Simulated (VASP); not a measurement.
Runs of VASP 6.6.1 on Rb. The structure is that of space group Im-3m (No. 229), or close to it. The cells are those of the table. 

```tsv
task	level	cell	k mesh	cutoff (eV)	gap on the mesh (eV)	pressure (GPa)
relaxation of cell and atoms	PBE	relaxed to 40 GPa from a = 3.237 Å, angles 109.5°, 1 atom	16 × 16 × 16	600	none	40.0
relaxation of cell and atoms	PBE	relaxed from a = 4.860 Å, angles 109.5°, 1 atom	10 × 10 × 10	600	none	0.0
single point	PBE	a = 2.959 Å, angles 109.5°, 1 atom	16 × 16 × 16	520	none	41.1
single point	r2SCAN	a = 5.054 Å, angles 109.5°, 1 atom	10 × 10 × 10	520	none	(b)
single point	PBE	a = 4.911 Å, angles 109.5°, 1 atom	10 × 10 × 10	520	none	0.0
relaxation of cell and atoms	PBE	relaxed to 10 GPa from a = 3.905 Å, angles 109.5°, 1 atom	14 × 14 × 14	600	none	10.0
single point	PBE	a = 4.764 Å, angles 109.5°, 1 atom	10 × 10 × 10	520	none	(a)
single point	PBE	a = 4.011 Å, angles 109.5°, 1 atom	12 × 12 × 12	520	none	5.0
relaxation of cell and atoms	PBE	relaxed to 20 GPa from a = 3.611 Å, angles 109.5°, 1 atom	14 × 14 × 14	600	none	20.0
single point	PBE	a = 3.325 Å, angles 109.5°, 1 atom	14 × 14 × 14	520	none	20.1
```

Alike in all rows: potentials or basis VASP PAW PBE potentials, release 64 (Rb_sv); no spin polarisation; smearing gaussian 0.1 eV.

Estimate the missing entries.

(a) 0.3; (b) -0.1.

Caveats: the cell is relaxed towards a set pressure, so the enthalpy falls and the energy may rise (some runs); the PAW data sets were made with another functional, which shifts forces and pressure a little (some runs).

A k mesh can miss the band edges, and the runs leave out spin-orbit coupling on Rb.

A gap of «none» marks levels without a gap at the run's occupations.
